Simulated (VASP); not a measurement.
# NaI (Fm-3m) in VASP: single point with PBE

Aim: the single point of NaI with PBE.

Everything below comes from runs of VASP 6.6.1. Logs are shortened: lines on timing, memory, paths and dates and some standing lists are left out, and cuts for length are marked.

## (1) The cell of the first run

The structure is cubic, space group Fm-3m (No. 225). The conventional cell has a = 6.473 Å, b = 6.473 Å, c = 6.473 Å, α = 90.00°, β = 90.00°, γ = 90.00°. I (site symmetry m-3m) has 6 Na at 3.24 Å within 4.3 Å. Within 4.3 Å of Na (site symmetry m-3m) lie 6 I at 3.24 Å.

## (2) Single point, PBE

INCAR

```
SYSTEM = NaI
PREC = Accurate
ENCUT = 500
EDIFF = 1E-6
ISMEAR = 0
SIGMA = 0.01
LREAL = .False.
LASPH = .True.
NELM = 120
ALGO = Normal
ISIF = 2
LWAVE = .False.
LCHARG = .False.
GGA = PE
NBANDS = 14
GGA_COMPAT = .False.
```

KPOINTS

```
regular mesh
0
Gamma
  3 3 3
  0 0 0
```

POSCAR

```
NaI
1.0
    0.0000000000      3.2364000000      3.2364000000
    3.2364000000      0.0000000000      3.2364000000
    3.2364000000      3.2364000000      0.0000000000
I Na
1 1
Direct
    0.5000000000      0.5000000000      0.5000000000
    0.0000000000      0.0000000000      0.0000000000
```

Potentials or basis: VASP PAW PBE potentials, release 64 (I, Na_pv).

Run with:

```bash
$ cat potpaw_PBE.64/I/POTCAR potpaw_PBE.64/Na_pv/POTCAR > POTCAR
$ mpirun -np 1 vasp_std > vasp.out
```

OUTCAR:

```text
SYSTEM = NaI
   PREC = Accurate
   ENCUT = 500
   EDIFF = 1E-6
   ISMEAR = 0
   LREAL = .False.
   LASPH = .True.
   NELM = 120
   ISIF = 2
   GGA = PE

 ion  position               nearest neighbor table
   1  0.500  0.500  0.500-
   2  0.000  0.000  0.000-

  LATTYP: Found a face centered cubic cell.
 ALAT       =     6.4728000000

  Lattice vectors:

 A1 = (   0.0000000000,   3.2364000000,   3.2364000000)
 A2 = (   3.2364000000,   0.0000000000,   3.2364000000)
 A3 = (   3.2364000000,   3.2364000000,   0.0000000000)

Analysis of symmetry for initial positions (statically):
=====================================================================
 Subroutine PRICEL returns:
 Original cell was already a primitive cell.

 Routine SETGRP: Setting up the symmetry group for a
 face centered cubic supercell.

 Subroutine GETGRP returns: Found 48 space group operations
 (whereof 48 operations were pure point group operations)
 out of a pool of 48 trial point group operations.

The static configuration has the point symmetry O_h .

Analysis of symmetry for dynamics (positions and initial velocities):
=====================================================================
 Subroutine PRICEL returns:
 Original cell was already a primitive cell.

 Routine SETGRP: Setting up the symmetry group for a
 face centered cubic supercell.

 Subroutine GETGRP returns: Found 48 space group operations
 (whereof 48 operations were pure point group operations)
 out of a pool of 48 trial point group operations.

The dynamic configuration has the point symmetry O_h .

 Subroutine INISYM returns: Found 48 space group operations
 (whereof 48 operations are pure point group operations),
 and found     1 'primitive' translations

----------------------------------------------------------------------------------------

                                     Primitive cell

  volume of cell :      67.7980

  direct lattice vectors                    reciprocal lattice vectors
     0.000000000  3.236400000  3.236400000    -0.154492646  0.154492646  0.154492646
     3.236400000  0.000000000  3.236400000     0.154492646 -0.154492646  0.154492646
     3.236400000  3.236400000  0.000000000     0.154492646  0.154492646 -0.154492646

  length of vectors
     4.576960773  4.576960773  4.576960773     0.267589113  0.267589113  0.267589113

  position of ions in fractional coordinates (direct lattice)
     0.500000000  0.500000000  0.500000000
     0.000000000  0.000000000  0.000000000

  ion indices of the primitive-cell ions
   primitive index   ion index
                 1           1
                 2           2

----------------------------------------------------------------------------------------

 KPOINTS: regular mesh

Automatic generation of k-mesh.
 Grid dimensions read from file:
 generate k-points for:    3    3    3

 Generating k-lattice:

  Cartesian coordinates                     Fractional coordinates (reciprocal lattice)
    -0.051497549  0.051497549  0.051497549     0.333333333  0.000000000  0.000000000
     0.051497549 -0.051497549  0.051497549     0.000000000  0.333333333  0.000000000
     0.051497549  0.051497549 -0.051497549     0.000000000  0.000000000  0.333333333

  Length of vectors
     0.089196371  0.089196371  0.089196371

  Shift w.r.t. Gamma in fractional coordinates (k-lattice)
     0.000000000  0.000000000  0.000000000

 Subroutine IBZKPT returns following result:
 ===========================================

 Found      4 irreducible k-points:

 Following reciprocal coordinates:
            Coordinates               Weight
  0.000000  0.000000  0.000000      1.000000
  0.333333  0.000000  0.000000      8.000000
  0.333333  0.333333  0.000000      6.000000
 -0.333333  0.333333  0.000000     12.000000
   k-points           NKPTS =      4   k-points in BZ     NKDIM =      4   number of bands    NBANDS=     14
   number of dos      NEDOS =    301   number of ions     NIONS =      2
   total plane-waves  NPLWV =  46656
   dimension x,y,z NGX =    36 NGY =   36 NGZ =   36
   dimension x,y,z NGXF=    72 NGYF=   72 NGZF=   72
   ions per type =               1   1
   NGX,Y,Z   is equivalent  to a cutoff of  13.08, 13.08, 13.08 a.u.
   NGXF,Y,Z  is equivalent  to a cutoff of  26.15, 26.15, 26.15 a.u.
 SYSTEM =  NaI
   PREC   = accura    normal or accurate (medium, high low for compatibility)
   ISTART =      0    job   : 0-new  1-cont  2-samecut
   ICHARG =      2    charge: 1-file 2-atom 10-const
   ISPIN  =      1    spin polarized calculation?
   LNONCOLLINEAR =      F non collinear calculations
   LSORBIT =      F    spin-orbit coupling
   LASPH  =      T    aspherical Exc in radial PAW
   ENCUT  =  500.0 eV  36.75 Ry    6.06 a.u.   8.34  8.34  8.34*2*pi/ulx,y,z
   NELM   =    120;   NELMIN=  2; NELMDL= -5     # of ELM steps
   EDIFF  = 0.1E-05   stopping-criterion for ELM
   LREAL  =      F    real-space projection
   EDIFFG = 0.1E-04   stopping-criterion for IOM
   NSW    =      0    number of steps for IOM
   IBRION =     -1    ionic relax: 0-MD 1-quasi-New 2-CG
   NFREE  =      0    steps in history (QN), initial steepest desc. (CG)
   ISIF   =      2    stress and relaxation
   ISYM   =      2    0-nonsym 1-usesym 2-fastsym
   POTIM  = 0.5000    time-step for ionic-motion
   TEBEG  =    0.0;   TEEND  =   0.0 temperature during run
   PSTRESS=    0.0 pullay stress
   NELECT =      14.0000    total number of electrons
   NUPDOWN=      -1.0000    fix difference up-down
   EMIN   =  10.00;   EMAX   =-10.00  energy-range for DOS
   EFERMI =   0.00;   METHOD = LEGACY
   ISMEAR =     0;   SIGMA  =   0.01  broadening in eV -4-tet -1-fermi 0-gaus
   EFERMI_NEDOS =   21; number of points for ismear=-14 and -15
   IALGO  =     38    algorithm
   IMIX   =      4    mixing-type and parameters
     AMIX     =   0.40;   BMIX     =  1.00
     AMIX_MAG =   1.60;   BMIX_MAG =  1.00
  volume/ion in A,a.u.               =      33.90       228.76
  Fermi-wavevector in a.u.,A,eV,Ry     =   0.967636  1.828567 12.739397  0.936319
  Thomas-Fermi vector in A             =   2.097538
   LORBIT       =      0    0 simple, 1 ext, 2 COOP (PROOUT), +10 PAW based schemes
   GGA     = PE    functional components
   LHFCALC =     F    Hartree Fock is set to
   AEXX    =    0.0000 exact exchange contribution
   IVDW    =     0    specifies the selected vdW correction
   LEPSILON=     F    determine dielectric tensor
   LRPA    =     F    only Hartree local field effects (RPA)
 non-spin polarized calculation
 Gauss-broadening in eV      SIGMA  =   0.01
  energy-cutoff  :      500.00
  volume of cell :       67.80
 maximum number of plane-waves:      1759
 NGX is ok and might be reduce to    36
   NGX = 17   NGY = 17   NGZ = 17

 number of electron      13.9999993 magnetization

 Free energy of the ion-electron system (eV)
  ---------------------------------------------------
  ext. energy  EPLUGINS =         0.00000000
  ---------------------------------------------------
  free energy    TOTEN  =        -5.34174280 eV

  energy without entropy =       -5.34174280  energy(sigma->0) =       -5.34174280

 E-fermi :   0.8865     XC(G=0):  -7.6913

 val. band max:        0.8352075347   @ k =   0.0000   0.0000   0.0000
 cond. band min:       4.4643258878   @ k =   0.0000   0.0000   0.0000
 fundamental gap:      3.6291183531
 Fermi energy:         0.8864885927

 k-point     1 :       0.0000    0.0000    0.0000
  band No.  band energies     occupation
      1     -21.6527      2.00000
      2     -21.6527      2.00000
      3     -21.6527      2.00000
      4     -10.1752      2.00000
      5       0.8352      2.00000
      6       0.8352      2.00000
      7       0.8352      2.00000
      8       4.4643      0.00000
      9       8.7506      0.00000
     10       8.7506      0.00000
     11       8.7506      0.00000
     12      10.5671      0.00000
     13      10.5671      0.00000
     14      11.2639      0.00000

 k-point     2 :       0.3333    0.0000    0.0000
  band No.  band energies     occupation
      1     -21.6566      2.00000
      2     -21.6530      2.00000
      3     -21.6530      2.00000
      4      -9.9435      2.00000
      5      -0.9322      2.00000
      6       0.6191      2.00000
      7       0.6191      2.00000
      8       5.9267      0.00000
      9       8.5182      0.00000
     10       8.5182      0.00000
     11       8.8204      0.00000
     12      10.9595      0.00000
     13      11.1010      0.00000
     14      11.1010      0.00000

 k-point     3 :       0.3333    0.3333    0.0000
  band No.  band energies     occupation
      1     -21.6558      2.00000
      2     -21.6539      2.00000
      3     -21.6539      2.00000
      4      -9.8812      2.00000
      5      -0.7680      2.00000
      6       0.2528      2.00000
      7       0.2528      2.00000
      8       5.8678      0.00000
      9       6.7369      0.00000
     10       9.0570      0.00000
     11      10.8204      0.00000
     12      10.8204      0.00000
     13      11.7137      0.00000
     14      14.8062      0.00000

 k-point     4 :      -0.3333    0.3333    0.0000
  band No.  band energies     occupation
      1     -21.6560      2.00000
      2     -21.6555      2.00000
      3     -21.6536      2.00000
      4      -9.7959      2.00000
      5      -0.7348      2.00000
      6      -0.6142      2.00000
      7       0.3314      2.00000
      8       6.3865      0.00000
      9       7.9377      0.00000
     10       8.9986      0.00000
     11       9.5268      0.00000
     12      10.7803      0.00000
     13      11.6031      0.00000
     14      14.7180      0.00000

------------------------ aborting loop because EDIFF is reached ----------------------------------------

  FORCE on cell =-STRESS in cart. coord.  units (eV):
  Direction    XX          YY          ZZ          XY          YZ          ZX
  --------------------------------------------------------------------------------------
  -------------------------------------------------------------------------------------
  Total        0.3166965      0.3166965      0.3166965     -0.0000000      0.0000000     -0.0000000
  in kB        7.4840602      7.4840602      7.4840602     -0.0000000      0.0000000     -0.0000000
  external PRESSURE =       7.4840602 kB  Pullay stress =       0.0000000 kB

 VOLUME and BASIS-vectors are now :
 -----------------------------------------------------------------------------
  energy-cutoff  :      500.00
  volume of cell :       67.80
      direct lattice vectors                 reciprocal lattice vectors
     0.000000000  3.236400000  3.236400000    -0.154492646  0.154492646  0.154492646
     3.236400000  0.000000000  3.236400000     0.154492646 -0.154492646  0.154492646
     3.236400000  3.236400000  0.000000000     0.154492646  0.154492646 -0.154492646

 POSITION                                       TOTAL-FORCE (eV/Angst)
 -----------------------------------------------------------------------------------
      3.23640      3.23640      3.23640         0.000000      0.000000      0.000000
      0.00000      0.00000      0.00000         0.000000      0.000000     -0.000000
 -----------------------------------------------------------------------------------
    total drift:                                0.000000      0.000000      0.000000

  FREE ENERGIE OF THE ION-ELECTRON SYSTEM (eV)
  ---------------------------------------------------
  free  energy   TOTEN  =        -5.3417427996 eV

  energy  without entropy=       -5.3417427996  energy(sigma->0) =       -5.34174280
```

Run time: 11 s. Hardware: 1 thread of Intel Xeon 8259CL, shared host; peak memory 0.2 GiB.

What came out:

```
Free energy            : -5.3417 eV
Pressure               : 0.7 GPa
Band gap on the k mesh : 3.63 eV, direct
```

Levels at points of the mesh, in eV from the valence-band top:
```
           k point  band 3  band 4  band 5  band 6  band 7  band 8  band 9  band 10  band 11  band 12
(0.00, 0.00, 0.00)  -22.49  -11.01    0.00    0.00    0.00    3.63    7.92     7.92     7.92     9.73
```

Caveat: the k points lie up to 0.56 Å⁻¹ apart; spin-orbit coupling is left out, which moves the levels of the heavy elements. A hybrid or GW would open this gap; PBE tends to underestimate it.
